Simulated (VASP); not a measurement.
Wanted: the native input for a VASP 6.6.1 run.

- Task: single point
- Functional: HSE06
- Potentials or basis: VASP PAW PBE potentials, release 64 (Na_pv, H)
- Cutoff: 520 eV
- k mesh: 6 × 6 × 6
- Occupations: gaussian, width 0.01 eV
- Spin: no spin polarisation
- Dipole correction: no
- Grid for exact exchange (PRECFOCK): Normal
- Further INCAR settings: ALGO = Normal; EDIFF = 1e-06; NBANDS = 11
- Screening parameter: 0.2079 1/Å

The system is NaH.

```
Na H
1.0
    -0.03210    2.40234    2.40234
     2.40234   -0.03210    2.40234
     2.40234    2.40234   -0.03210
Na H
1 1
Direct
  0.00000 0.00000 0.00000
  0.50000 0.50000 0.50000
```

This cell differs from its parent crystal: epitaxial 111 strain +1.5%.

One way to write it, as run:

POSCAR

```
NaH
1.0
   -0.0320974854      2.4023364911      2.4023364911
    2.4023364911     -0.0320974854      2.4023364911
    2.4023364911      2.4023364911     -0.0320974854
Na H
1 1
Direct
    0.0000000000      0.0000000000      0.0000000000
    0.5000000000      0.5000000000      0.5000000000
```

INCAR.step1

```
PREC = Accurate
ENCUT = 520
EDIFF = 1E-5
ISMEAR = 0
SIGMA = 0.01
LREAL = False
LASPH = True
NELM = 60
ALGO = Normal
ISIF = 2
LWAVE = True
LCHARG = False
GGA = PE
NBANDS = 11
```

INCAR.step2

```
PREC = Accurate
ENCUT = 520
EDIFF = 1E-6
ISMEAR = 0
SIGMA = 0.01
LREAL = False
LASPH = True
NELM = 60
ALGO = Normal
ISIF = 2
LWAVE = False
LCHARG = False
GGA = PE
LHFCALC = True
HFSCREEN = 0.2079
PRECFOCK = Normal
ISTART = 1
NBANDS = 11
```

KPOINTS

```
regular mesh
0
Gamma
  6 6 6
```

Potentials or basis: VASP PAW PBE potentials, release 64 (Na_pv, H).

Run with:

```sh
$ cat potpaw_PBE.64/Na_pv/POTCAR potpaw_PBE.64/H/POTCAR > POTCAR
$ cp INCAR.step1 INCAR
$ mpirun -np 1 vasp_std > vasp.out
$ cp INCAR.step2 INCAR
$ mpirun -np 1 vasp_std > vasp.out
```

It gave:

```yaml
Pressure: -0.5 GPa
Band_gap_on_the_k_mesh: 4.80 eV, indirect (least direct gap 5.73 eV)
```

Caveat: the cell differs from its parent crystal (epitaxial 111 strain +1.5%); the PAW data sets were made with another functional, which shifts forces and pressure a little.

It took 9.1 min on 1 thread of Intel(R) Xeon(R) Platinum 8488C (Sapphire Rapids), on a shared host, peak memory 0.26 GiB.
